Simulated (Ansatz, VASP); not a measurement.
# Ir in VASP and in Ansatz

```
Ir
1.0
     4.31300    0.00000    0.00000
    -2.15650    3.73517    0.00000
     0.00000    0.00000    2.65831
Ir
3
Direct
  0.00000 0.00000 0.00000
  0.33333 0.66667 0.50000
  0.66667 0.33333 0.50000
```

Alike in both runs: task single point; functional LDA; k mesh 10 × 10 × 13; occupations fermi-dirac, width 0.1 eV; no spin polarisation.

```csv
,VASP,Ansatz
version,VASP 6.6.1,Ansatz 0.2.0
potentials or method,"VASP PAW LDA potentials, release 64 (Ir), cutoff 520 eV","plane waves (420 eV) with PAW, scalar-relativistic"
valence electrons in the cell,27,51
```

|  | VASP | Ansatz | Ansatz less VASP |
| --- | --- | --- | --- |
| pressure (GPa) | 2.2 | -0.1 | -2.26 |
| traceless stress, the component that is largest in VASP (GPa) | -0.90 | -0.64 | +0.261 |

Ansatz warns that its potentials were made for another functional, while VASP's fit it. LDA's correlation is that of Perdew and Zunger in VASP and of Perdew and Wang (1992) in Ansatz. VASP's potentials hold 27 valence electrons a cell and Ansatz's 51, so a difference there can come from the potentials and not from the codes.

Neither program's run includes spin-orbit coupling.
